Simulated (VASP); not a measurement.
The system is Al.

```
Al
1.0
     0.00000    2.02481    2.02481
     2.02481    0.00000    2.02481
     2.02481    2.02481    0.00000
Al
1
Cartesian
  0.0000 0.0000 0.0000
```

| Quantity | Value |
| --- | --- |
| Program | VASP 6.6.1 |
| Task | relaxation of volume and atoms at fixed shape |
| Functional | r2SCAN |
| Potentials or basis | VASP PAW PBE potentials, release 64 (Al) |
| Cutoff | 600 eV |
| k mesh | 10 × 10 × 10 |
| Occupations | methfessel-paxton, width 0.05 eV |
| Spin | no spin polarisation |

At the start: pressure -4.5 GPa; volume 16.60 Å³/atom.

Problem. Where does the relaxation end?

Solution. Over 3 steps the energy falls by 12.5 meV/atom and the volume is 15.76 Å³/atom (-5.1 %); space group Fm-3m (No. 225, to 0.05 Å).

The path:
| step | energy change (eV) | largest force (eV/Å) | pressure (GPa) | volume (Å³) |
| --- | --- | --- | --- | --- |
| 1 | 0.0000 | 0.0000 | -4.49 | 16.60 |
| 2 | -0.0113 | 0.0000 | 1.63 | 15.51 |
| 3 | -0.0125 | 0.0000 | 0.04 | 15.76 |

Final structure:
```xyz
1
Lattice="0.0000 1.9898 1.9898 1.9898 0.0000 1.9898 1.9898 1.9898 0.0000" Properties=species:S:1:pos:R:3 pbc="T T T"
Al    0.0000    0.0000    0.0000
```

Caveat: the PAW data sets were made with another functional, which shifts forces and pressure a little.
